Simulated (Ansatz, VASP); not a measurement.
**One calculation of Os, two programs**

Contents of INCAR:

```
SYSTEM = Os
ALGO = Normal
EDIFF = 1E-6
ENCUT = 520
GGA = PE
ISIF = 2
ISMEAR = 1
LASPH = .True.
LCHARG = .False.
LREAL = .False.
LWAVE = .False.
NBANDS = 15
NELM = 60
PREC = Accurate
SIGMA = 0.2
```

KPOINTS

```
k-points
0
Gamma
  13 13 7
  0 0 0
```

POSCAR

```
Os
1.0
    2.7559294133      0.0000000000      0.0000000000
   -1.3779647066      2.3867048830      0.0000000000
    0.0000000000      0.0000000000      4.3426533301
Os
2
Direct
    0.3333333333      0.6666666667      0.2500000000
    0.6666666667      0.3333333333      0.7500000000
```

Input for Ansatz:

```yaml
crystal:
  lattice:
    - [2.7559294133, 0.0, 0.0]
    - [-1.3779647066, 2.386704883, 0.0]
    - [0.0, 0.0, 4.3426533301]
  atoms:
    - { symbol: Os, position: [0.3333333333, 0.6666666667, 0.25] }
    - { symbol: Os, position: [0.6666666667, 0.3333333333, 0.75] }
hamiltonian:
  xc: pbe
  pseudopotentials:
    kind: paw
    azcp:
      Os: "pseudopotentials/Os.paw.azcp"
basis:
  ecutwfc: 420
  fft_grid_basis: typed
kpoints:
  mp_grid: { grid: [13, 13, 7], shift: [0, 0, 0] }
magnetization:
  spin_polarized: false
scf:
  occupations: { method: methfessel_paxton, width: 0.2 }
  lower_state_search: "off"
output:
  stress: true
```

Alike in both runs: task single point; functional PBE; k mesh 13 × 13 × 7; occupations methfessel-paxton of order 1, width 0.2 eV; no spin polarisation.

|  | VASP | Ansatz |
| --- | --- | --- |
| version | VASP 6.6.1 | Ansatz 0.2.0 |
| potentials or method | VASP PAW PBE potentials, release 64 (Os), cutoff 520 eV | plane waves (420 eV) with PAW, scalar-relativistic |
| valence electrons in the cell | 16 | 32 |

```csv
,VASP,Ansatz,Ansatz less VASP
pressure (GPa),-0.4,-0.3,+0.14
"traceless stress, the component that is largest in VASP (GPa)",-0.11,-0.04,+0.069
```

VASP's potentials hold 16 valence electrons a cell and Ansatz's 32, so a difference there can come from the potentials and not from the codes.

Neither program's run includes spin-orbit coupling.
